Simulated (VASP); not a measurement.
# Sn: electric field gradients with LDA

Crystal: Sn.

```
CELL_PARAMETERS angstrom
-2.93516 2.93516 1.60118
2.93516 -2.93516 1.60118
2.93516 2.93516 -1.60118
ATOMIC_POSITIONS crystal
Sn 0.00000 0.00000 0.00000
Sn 0.75000 0.25000 0.50000
```

```yaml
Program: VASP 6.6.1
Task: electric field gradients
Functional: LDA
Potentials_or_basis: VASP PAW LDA potentials, release 64 (Sn_d)
Cutoff: 520 eV
k_mesh: 15 × 15 × 15
Occupations: fermi-dirac, width 0.05 eV
Spin: no spin polarisation
Dipole_correction: no
Further_INCAR_settings: ALGO = Normal; EDIFF = 1e-08; NBANDS = 21
```

```
Pressure                                : -2.8 GPa
Band gap on the k mesh                  : zero (bands 14 and 15 overlap by 4.17 eV)
Largest electric field gradient by atom : Sn +44.2 V/Å²
```

Stress tensor (GPa, compression positive):
```
-2.46  0.00  0.00
 0.00 -2.46  0.00
 0.00  0.00 -3.37
```

Levels at points of the mesh, in eV from the Fermi level:
| k point | band 12 | band 13 | band 14 | band 15 | band 16 | band 17 |
| --- | --- | --- | --- | --- | --- | --- |
| (0.00, 0.00, 0.00) | -3.75 | -1.91 | -1.91 | 3.12 | 6.10 | 6.10 |

Electric field gradients, principal values (V/Å²):
| atom | least | middle | greatest (by size) |
| --- | --- | --- | --- |
| 1 Sn | -22.086 | -22.089 | 44.174 |
| 2 Sn | -22.086 | -22.089 | 44.174 |

Wall time 2.5 min on 1 thread of Intel(R) Xeon(R) Platinum 8559C (Emerald Rapids) (shared host), peak memory 0.37 GiB.

Caveat: without QUAD_EFG the Cq values of the log hold for a quadrupole moment of 1 mb, not for the nuclei; spin-orbit coupling is left out, which moves the levels of the heavy elements.
